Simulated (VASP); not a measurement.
Runs of VASP 6.6.1 on HfSc3. The structure is that of space group I4/mmm (No. 139), or close to it. The cells are those of the table. 

```csv
task,cell,k mesh,cutoff (eV),gap on the mesh (eV),pressure (GPa)
single point,"a = 5.567 Å, angles 131.7, 131.7, 70.7°, 4 atoms",6 × 6 × 6,520,none,0.2
single point,"a = 5.564 Å, angles 131.5, 131.5, 71.0°, 4 atoms",14 × 14 × 14,520,none,(a)
single point,"a = 5.439 Å, angles 135.6, 135.6, 64.7°, 4 atoms",6 × 6 × 6,520,none,16.8
relaxation of cell and atoms,"relaxed from a = 5.439 Å, angles 135.6, 135.6, 64.7°, 4 atoms",6 × 6 × 6,600,none,-0.1
```

Alike in all rows: level PBE; potentials or basis VASP PAW PBE potentials, release 64 (Hf_pv, Sc_sv); no spin polarisation; smearing gaussian 0.1 eV.

Q: Estimate the missing entries.

A: (a) 0.0.

Caveats: spin-orbit coupling is left out, which moves the levels of the heavy elements; the cell stands under pressure (at least some runs).

A k mesh can miss the band edges, and the runs leave out spin-orbit coupling on Hf.

A gap of «none» marks levels without a gap at the run's occupations.
